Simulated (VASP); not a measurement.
# HC6 in VASP: further runs

HC6 is run at these levels: PBE; tasks: single point.

Program: VASP 6.6.1. These are calculated values, not measurements. Logs are shortened: lines on timing, memory, paths and dates and some standing lists are left out, and cuts for length are marked.

## (1) The cell of the first run

The cell holds a wire or tube with vacuum around it, 14 atoms: a = 4.933 Å, b = 8.522 Å, c = 22.942 Å, α = 90.00°, β = 90.00°, γ = 90.00°.

## (2) Single point, PBE

The input, INCAR:

```
PREC = Accurate ; ENCUT = 520
EDIFF = 1E-7 ; ISMEAR = 0
SIGMA = 0.1 ; LREAL = F
LASPH = T ; NELM = 80
ALGO = Normal ; ISIF = 2
LWAVE = F ; LCHARG = F
LDIPOL = T ; IDIPOL = 3
DIPOL = 0.5 0.5 0.321 ; GGA = PE
NBANDS = 38
```

The input, KPOINTS:

```
regular mesh
0
Gamma
  6 3 1
```

The input, POSCAR:

```
HC6
1.0
    4.9326910638      0.0000000000      0.0000000000
    0.0000000000      8.5222964205      0.0000000000
    0.0000000000      0.0000000000     22.9416055954
C H
12 2
Direct
    0.0000000000      0.0000000000      0.1743557130
    0.5000000000      0.0000000000      0.1743557130
    0.2500000000      0.0000000000      0.2053898368
    0.7500000000      0.0000000000      0.2053898368
    0.2500000000      0.0000000000      0.2674580844
    0.7500000000      0.0000000000      0.2674580844
    0.0000000000      0.0000000000      0.2977124344
    0.5000000000      0.0000000000      0.2977124344
    0.0000000000      0.0000000000      0.3626190265
    0.5000000000      0.0000000000      0.3626190265
    0.2500000000      0.0000000000      0.3897550046
    0.7500000000      0.0000000000      0.3897550046
    0.1568459804      0.0000000000      0.5466751463
    0.3431540196      0.0000000000      0.5466751463
```

Potentials or basis: VASP PAW PBE potentials, release 64 (C, H).

Launch:

```bash
cat potpaw_PBE.64/C/POTCAR potpaw_PBE.64/H/POTCAR > POTCAR
mpirun -np 1 vasp_std > vasp.out
```

OUTCAR:

```text
PREC = Accurate
   ENCUT = 520
   EDIFF = 1E-7
   ISMEAR = 0
   LREAL = F
   LASPH = T
   NELM = 80
   ISIF = 2
   GGA = PE

 ion  position               nearest neighbor table
   1  0.000  0.000  0.174-   3 1.42   4 1.42
   2  0.500  0.000  0.174-   3 1.42   4 1.42
   3  0.250  0.000  0.205-   5 1.42   2 1.42   1 1.42
   4  0.750  0.000  0.205-   6 1.42   2 1.42   1 1.42
   5  0.250  0.000  0.267-   7 1.42   8 1.42   3 1.42
   6  0.750  0.000  0.267-   7 1.42   8 1.42   4 1.42
   7  0.000  0.000  0.298-   5 1.42   6 1.42   9 1.49
   8  0.500  0.000  0.298-   5 1.42   6 1.42  10 1.49
   9  0.000  0.000  0.363-  11 1.38  12 1.38   7 1.49
  10  0.500  0.000  0.363-  11 1.38  12 1.38   8 1.49
  11  0.250  0.000  0.390-   9 1.38  10 1.38
  12  0.750  0.000  0.390-   9 1.38  10 1.38
  13  0.157  0.000  0.547-
  14  0.343  0.000  0.547-

  LATTYP: Found a simple orthorhombic cell.
 ALAT       =     4.9326910638
 B/A-ratio  =     1.7277174488
 C/A-ratio  =     4.6509309622

  Lattice vectors:

 A1 = (   4.9326910638,   0.0000000000,   0.0000000000)
 A2 = (   0.0000000000,   8.5222964205,   0.0000000000)
 A3 = (   0.0000000000,   0.0000000000,  22.9416055954)

Analysis of symmetry for initial positions (statically):
=====================================================================
 Subroutine PRICEL returns:
 Original cell was already a primitive cell.

 Routine SETGRP: Setting up the symmetry group for a
 simple orthorhombic supercell.

 Subroutine GETGRP returns: Found  4 space group operations
 (whereof  2 operations were pure point group operations)
 out of a pool of  8 trial point group operations.

The static configuration has the point symmetry C_1h.
 The point group associated with its full space group is C_2v.

Analysis of symmetry for dynamics (positions and initial velocities):
=====================================================================
 Subroutine PRICEL returns:
 Original cell was already a primitive cell.

 Routine SETGRP: Setting up the symmetry group for a
 simple orthorhombic supercell.

 Subroutine GETGRP returns: Found  4 space group operations
 (whereof  2 operations were pure point group operations)
 out of a pool of  8 trial point group operations.

The dynamic configuration has the point symmetry C_1h.
 The point group associated with its full space group is C_2v.

 Subroutine INISYM returns: Found  4 space group operations
 (whereof  2 operations are pure point group operations),
 and found     1 'primitive' translations

----------------------------------------------------------------------------------------

                                     Primitive cell

  volume of cell :     964.4159

  direct lattice vectors                    reciprocal lattice vectors
     4.932691064  0.000000000  0.000000000     0.202729096  0.000000000  0.000000000
     0.000000000  8.522296421  0.000000000     0.000000000  0.117339265  0.000000000
     0.000000000  0.000000000 22.941605595     0.000000000  0.000000000  0.043588928

  length of vectors
     4.932691064  8.522296421 22.941605595     0.202729096  0.117339265  0.043588928

  position of ions in fractional coordinates (direct lattice)
     0.000000000  0.000000000  0.174355713
     0.500000000  0.000000000  0.174355713
     0.250000000  0.000000000  0.205389837
     0.750000000  0.000000000  0.205389837
     0.250000000  0.000000000  0.267458084
     0.750000000  0.000000000  0.267458084
     0.000000000  0.000000000  0.297712434
     0.500000000  0.000000000  0.297712434
     0.000000000  0.000000000  0.362619026
     0.500000000  0.000000000  0.362619026
     0.250000000  0.000000000  0.389755005
     0.750000000  0.000000000  0.389755005
     0.156845980  0.000000000  0.546675146
     0.343154020  0.000000000  0.546675146

  ion indices of the primitive-cell ions
   primitive index   ion index
                 1           1
                 2           2
                 3           3
                 4           4
                 5           5
                 6           6
                 7           7
[... 21 lines left out ...]
     0.000000000  0.000000000  0.043588928     0.000000000  0.000000000  1.000000000

  Length of vectors
     0.033788183  0.039113088  0.043588928

  Shift w.r.t. Gamma in fractional coordinates (k-lattice)
     0.000000000  0.000000000  0.000000000

 Subroutine IBZKPT returns following result:
 ===========================================

 Found      8 irreducible k-points:

 Following reciprocal coordinates:
            Coordinates               Weight
  0.000000  0.000000  0.000000      1.000000
  0.166667  0.000000  0.000000      2.000000
  0.333333  0.000000  0.000000      2.000000
  0.500000  0.000000  0.000000      1.000000
  0.000000  0.333333  0.000000      2.000000
  0.166667  0.333333  0.000000      4.000000
  0.333333  0.333333  0.000000      4.000000
  0.500000  0.333333  0.000000      2.000000
   k-points           NKPTS =      8   k-points in BZ     NKDIM =      8   number of bands    NBANDS=     38
   number of dos      NEDOS =    301   number of ions     NIONS =     14
   total plane-waves  NPLWV = 460800
   dimension x,y,z NGX =    40 NGY =   64 NGZ =  180
   dimension x,y,z NGXF=    80 NGYF=  128 NGZF=  360
   ions per type =              12   2
   NGX,Y,Z   is equivalent  to a cutoff of  13.48, 12.48, 13.04 a.u.
   NGXF,Y,Z  is equivalent  to a cutoff of  26.96, 24.97, 26.09 a.u.
 SYSTEM =  unknown system
   PREC   = accura    normal or accurate (medium, high low for compatibility)
   ISTART =      0    job   : 0-new  1-cont  2-samecut
   ICHARG =      2    charge: 1-file 2-atom 10-const
   ISPIN  =      1    spin polarized calculation?
   LNONCOLLINEAR =      F non collinear calculations
   LSORBIT =      F    spin-orbit coupling
   LASPH  =      T    aspherical Exc in radial PAW
   ENCUT  =  520.0 eV  38.22 Ry    6.18 a.u.   9.17 15.85 42.66*2*pi/ulx,y,z
   NELM   =     80;   NELMIN=  2; NELMDL= -5     # of ELM steps
   EDIFF  = 0.1E-06   stopping-criterion for ELM
   LREAL  =      F    real-space projection
   EDIFFG = 0.1E-05   stopping-criterion for IOM
   NSW    =      0    number of steps for IOM
   IBRION =     -1    ionic relax: 0-MD 1-quasi-New 2-CG
   NFREE  =      0    steps in history (QN), initial steepest desc. (CG)
   ISIF   =      2    stress and relaxation
   ISYM   =      2    0-nonsym 1-usesym 2-fastsym
   POTIM  = 0.5000    time-step for ionic-motion
   TEBEG  =    0.0;   TEEND  =   0.0 temperature during run
   PSTRESS=    0.0 pullay stress
   NELECT =      50.0000    total number of electrons
   NUPDOWN=      -1.0000    fix difference up-down
   EMIN   =  10.00;   EMAX   =-10.00  energy-range for DOS
   EFERMI =   0.00;   METHOD = LEGACY
   ISMEAR =     0;   SIGMA  =   0.10  broadening in eV -4-tet -1-fermi 0-gaus
   EFERMI_NEDOS =   21; number of points for ismear=-14 and -15
   IALGO  =     38    algorithm
   IMIX   =      4    mixing-type and parameters
     AMIX     =   0.40;   BMIX     =  1.00
     AMIX_MAG =   1.60;   BMIX_MAG =  1.00
  volume/ion in A,a.u.               =      68.89       464.87
  Fermi-wavevector in a.u.,A,eV,Ry     =   0.610441  1.153565  5.070043  0.372638
  Thomas-Fermi vector in A             =   1.666002
   LORBIT       =      0    0 simple, 1 ext, 2 COOP (PROOUT), +10 PAW based schemes
   GGA     = PE    functional components
   LHFCALC =     F    Hartree Fock is set to
   AEXX    =    0.0000 exact exchange contribution
   IVDW    =     0    specifies the selected vdW correction
   LEPSILON=     F    determine dielectric tensor
   LRPA    =     F    only Hartree local field effects (RPA)
 non-spin polarized calculation
 Gauss-broadening in eV      SIGMA  =   0.10
  energy-cutoff  :      520.00
  volume of cell :      964.42
 maximum number of plane-waves:     25994
 NGX is ok and might be reduce to    40
   NGX = 19   NGY = 31   NGZ = 85

 dipolmoment           0.000000      0.000000      0.043863 electrons x Angstroem

 number of electron      50.0000005 magnetization

 dipolmoment           0.000000      0.000000     -0.091985 electrons x Angstroem

 Free energy of the ion-electron system (eV)
  ---------------------------------------------------
  ext. energy  EPLUGINS =         0.00000000
  ---------------------------------------------------
  free energy    TOTEN  =      -104.29724165 eV

  energy without entropy =     -104.23581104  energy(sigma->0) =     -104.26652635

 E-fermi :  -4.7874     XC(G=0):  -2.0618

 val. band max:       -4.8346185524   @ k =   0.5000   0.3333   0.0000
 cond. band min:      -4.7405289835   @ k =   0.5000   0.0000   0.0000
 fundamental gap:      0.0940895688
 Fermi energy:        -4.7874198857

 k-point     1 :       0.0000    0.0000    0.0000
  band No.  band energies     occupation
      1     -23.3904      2.00000
      2     -21.7001      2.00000
      3     -19.3619      2.00000
      4     -19.2306      2.00000
      5     -19.1796      2.00000
      6     -17.5608      2.00000
[... 309 lines left out ...]
     36       2.2827      0.00000
     37       2.3786      0.00000
 [bands above 37 left out]

------------------------ aborting loop because EDIFF is reached ----------------------------------------

 vacuum level on the upper side and lower side of the slab       (xc-potential included)        -0.221         0.168

  FORCE on cell =-STRESS in cart. coord.  units (eV):
  Direction    XX          YY          ZZ          XY          YZ          ZX
  --------------------------------------------------------------------------------------
  -------------------------------------------------------------------------------------
  Total       -3.3253205     -0.0551247      2.2088012      0.0000000      0.0000000      0.0000000
  in kB       -5.5243314     -0.0915783      3.6694658      0.0000000      0.0000000      0.0000000
  external PRESSURE =      -0.6488147 kB  Pullay stress =       0.0000000 kB

 VOLUME and BASIS-vectors are now :
 -----------------------------------------------------------------------------
  energy-cutoff  :      520.00
  volume of cell :      964.42
      direct lattice vectors                 reciprocal lattice vectors
     4.932691064  0.000000000  0.000000000     0.202729096  0.000000000  0.000000000
     0.000000000  8.522296421  0.000000000     0.000000000  0.117339265  0.000000000
     0.000000000  0.000000000 22.941605595     0.000000000  0.000000000  0.043588928

 POSITION                                       TOTAL-FORCE (eV/Angst)
 -----------------------------------------------------------------------------------
      0.00000      0.00000      4.00000        -0.003664      0.000000      1.703475
      2.46635      0.00000      4.00000         0.003664      0.000000      1.703475
      1.23317      0.00000      4.71197         0.000000      0.000000     -3.300457
      3.69952      0.00000      4.71197         0.000000      0.000000     -3.294894
      1.23317      0.00000      6.13592         0.000000      0.000000      1.540866
      3.69952      0.00000      6.13592         0.000000      0.000000      1.545653
      0.00000      0.00000      6.83000         0.007227      0.000000      0.004472
      2.46635      0.00000      6.83000        -0.007227      0.000000      0.004472
      0.00000      0.00000      8.31906        -0.001625      0.000000      0.026474
      2.46635      0.00000      8.31906         0.001625      0.000000      0.026474
      1.23317      0.00000      8.94161         0.000000      0.000000     -0.017278
      3.69952      0.00000      8.94161         0.000000      0.000000      0.066282
      0.77367      0.00000     12.54161         3.521884      0.000000     -0.004507
      1.69267      0.00000     12.54161        -3.521884      0.000000     -0.004507
 -----------------------------------------------------------------------------------
    total drift:                                0.000000     -0.000000      0.000506

  FREE ENERGIE OF THE ION-ELECTRON SYSTEM (eV)
  ---------------------------------------------------
  free  energy   TOTEN  =      -104.2972416525 eV

  energy  without entropy=     -104.2358110420  energy(sigma->0) =     -104.26652635

 vacuum level on the upper side and lower side of the slab         1.101         1.499
```

Wall time 13 min (1 thread of Intel Xeon Platinum 8375C at 2.90GHz (Ice Lake), shared host); peak memory 0.99 GiB.

What came out:

- Free energy: -104.2972 eV
- Largest force: 3.522 eV/Å
- Band gap on the k mesh: 0.09 eV

Forces on the atoms (eV/Å):
```
C   -0.004  0.000  1.703
C    0.004  0.000  1.703
C    0.000  0.000 -3.300
C    0.000  0.000 -3.295
C    0.000  0.000  1.541
C    0.000  0.000  1.546
C    0.007  0.000  0.004
C   -0.007  0.000  0.004
C   -0.002  0.000  0.026
C    0.002  0.000  0.026
C    0.000  0.000 -0.017
C    0.000  0.000  0.066
H    3.522  0.000 -0.005
H   -3.522  0.000 -0.005
```

## (3) Single point, PBE

The input, INCAR:

```
PREC     = Accurate       # precision mode
ENCUT    = 520            # plane-wave cutoff, eV
EDIFF    = 1E-7           # SCF threshold, eV
ISMEAR   = 0              # smearing method
SIGMA    = 0.1            # smearing width, eV
LREAL    = F              # projectors in reciprocal space
LASPH    = T              # aspherical terms in the spheres
NELM     = 80             # most SCF steps
ALGO     = Normal         # electronic algorithm
ISIF     = 2              # what is computed and relaxed
LWAVE    = F              # write WAVECAR
LCHARG   = F              # write CHGCAR
LDIPOL   = T            
IDIPOL   = 3            
DIPOL    = 0.5 0.5 0.311
GGA      = PE             # functional
NBANDS   = 38             # bands
```

KPOINTS is that of step 2.

Changes to POSCAR since step 2:

```diff
@@ -20,3 +20,3 @@
     0.7500000000      0.0000000000      0.3897550046
-    0.1568459804      0.0000000000      0.5466751463
-    0.3431540196      0.0000000000      0.5466751463
+    0.1841130438      0.0000000000      0.4791123075
+    0.3158869562      0.0000000000      0.4791123075
```

Potentials or basis: VASP PAW PBE potentials, release 64 (C, H).

Launch:

```bash
cat potpaw_PBE.64/C/POTCAR potpaw_PBE.64/H/POTCAR > POTCAR
mpirun -np 1 vasp_std > vasp.out
```

Run time: 12 min. Hardware: 1 thread of Intel Xeon Platinum 8375C at 2.90GHz (Ice Lake), shared host; peak memory 0.93 GiB.

The run converged. Its results:

```
Free energy            : -104.2242 eV
Largest force          : 5.366 eV/Å
Band gap on the k mesh : 0.05 eV
```

Forces on the atoms (eV/Å):
```
C   -0.102  0.000  1.545
C    0.102  0.000  1.545
C    0.000  0.000 -3.162
C    0.000  0.000 -2.995
C    0.000  0.000  1.334
C    0.000  0.000  1.486
C    0.185  0.000  0.122
C   -0.185  0.000  0.122
C   -0.104  0.000 -0.065
C    0.104  0.000 -0.065
C    0.000  0.000 -1.442
C    0.000  0.000  1.024
H   -5.359  0.000  0.275
H    5.359  0.000  0.275
```

Levels at points of the mesh, in eV from the valence-band top:
```csv
k point,band 21,band 22,band 23,band 24,band 25,band 26,band 27,band 28,band 29,band 30
"(0.00, 0.00, 0.00)",-2.13,-2.09,-0.57,-0.24,-0.20,0.35,0.79,1.00,2.27,2.86
"(0.50, 0.00, 0.00)",-3.68,-1.72,-1.64,-0.09,0.00,0.05,0.13,2.87,2.98,5.45
```

## (4) Single point, PBE

The input, INCAR:

```
  PREC = Accurate
  ENCUT = 520
  EDIFF = 1E-6
  ISMEAR = 0
  SIGMA = 0.1
  LREAL = F
  LASPH = T
  NELM = 60
  ALGO = Normal
  ISIF = 2
  LWAVE = F
  LCHARG = F
  LDIPOL = T
  IDIPOL = 3
  DIPOL = 0.5 0.5 0.317
  GGA = PE
  NBANDS = 38
```

The input, KPOINTS:

```
Automatic mesh
0
Gamma
  6 3 1
```

Changes to POSCAR since step 3:

```diff
@@ -20,3 +20,3 @@
     0.7500000000      0.0000000000      0.3897550046
-    0.1841130438      0.0000000000      0.4791123075
-    0.3158869562      0.0000000000      0.4791123075
+    0.1302884688      0.0000000000      0.5205217894
+    0.3697115312      0.0000000000      0.5205217894
```

Launch:

```bash
cat potpaw_PBE.64/C/POTCAR potpaw_PBE.64/H/POTCAR > POTCAR
mpirun -np 1 vasp_std > vasp.out
```

Wall time 12 min (1 thread of Intel Xeon Platinum 8488C (Sapphire Rapids), shared host); peak memory 0.96 GiB.

The run converged. Its results:

```
Free energy            : -103.1826 eV
Largest force          : 4.575 eV/Å
Band gap on the k mesh : 0.08 eV
```

Forces on the atoms (eV/Å):
```
C   -0.019  0.000  1.677
C    0.019  0.000  1.677
C    0.000  0.000 -3.274
C    0.000  0.000 -3.241
C    0.000  0.000  1.509
C    0.000  0.000  1.528
C    0.035  0.000  0.028
C   -0.035  0.000  0.028
C   -0.012  0.000  0.016
C    0.012  0.000  0.016
C    0.000  0.000 -0.168
C    0.000  0.000  0.255
H    4.575  0.000 -0.025
H   -4.575  0.000 -0.025
```

Levels at points of the mesh, in eV from the valence-band top:
| k point | band 22 | band 23 | band 24 | band 25 | band 26 | band 27 | band 28 | band 29 |
| --- | --- | --- | --- | --- | --- | --- | --- | --- |
| (0.00, 0.00, 0.00) | -1.94 | -0.42 | -0.24 | -0.23 | 0.62 | 0.73 | 1.04 | 2.45 |
| (0.50, 0.00, 0.00) | -1.56 | -1.54 | -0.02 | 0.00 | 0.08 | 0.10 | 3.06 | 3.07 |

## (5) Overview

| cell | gap on the mesh (eV) | largest force (eV/Å) |
| --- | --- | --- |
| as given, atomic positions A | 0.09 | 3.52 |
| as given, atomic positions B | 0.05 | 5.37 |
| as given, atomic positions C | 0.08 | 4.58 |

Alike in all rows: task single point; level PBE; potentials or basis VASP PAW PBE potentials, release 64 (C, H); no spin polarisation; k mesh 6 × 3 × 1; cutoff (eV) 520; smearing gaussian 0.1 eV.

Absolute energies hang on the potentials; compare differences alone.
